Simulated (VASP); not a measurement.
Input of a VASP 6.6.1 run:

Contents of INCAR:

```
ALGO     = Normal         # electronic algorithm
EDIFF    = 1E-6           # SCF threshold, eV
ENCUT    = 520            # plane-wave cutoff, eV
GGA      = PE             # functional
ISIF     = 2              # what is computed and relaxed
ISMEAR   = 0              # smearing method
LASPH    = True           # aspherical terms in the spheres
LCHARG   = True           # write CHGCAR
LELF     = True           # ELF
LREAL    = False          # projectors in reciprocal space
LVHAR    = True         
LWAVE    = False          # write WAVECAR
NBANDS   = 42             # bands
NELM     = 60             # most SCF steps
PREC     = Accurate       # precision mode
SIGMA    = 0.1            # smearing width, eV
```

The input KPOINTS:

```
k-points
0
Gamma
  6 6 4
```

POSCAR

```
ScTa2
1.0
    4.7465276700      0.0000000000      0.0000000000
   -2.3732638300      4.1106135400      0.0000000000
    0.0000000000      0.0000000000      5.9170649600
Sc Ta
2 4
Direct
    0.3333333300      0.6666666700      0.2500000000
    0.6666666700      0.3333333300      0.7500000000
    0.0000000000      0.0000000000      0.0000000000
    0.6666666700      0.3333333300      0.2500000000
    0.3333333300      0.6666666700      0.7500000000
    0.0000000000      0.0000000000      0.5000000000
```

Potentials or basis: VASP PAW PBE potentials, release 64 (Sc_sv, Ta_pv).

Launch:

```bash
$ cat potpaw_PBE.64/Sc_sv/POTCAR potpaw_PBE.64/Ta_pv/POTCAR > POTCAR
$ mpirun -np 1 vasp_std > vasp.out
```

(1) What does it give for the band gap on the k mesh?

(2) Estimate the pressure.

## Answers

(1) zero (band 33 reaches 6.99 eV, above the bottom of band 34 at 5.03 eV).

(2) 0.9 GPa.

Caveat: spin-orbit coupling is left out, which moves the levels of the heavy elements.
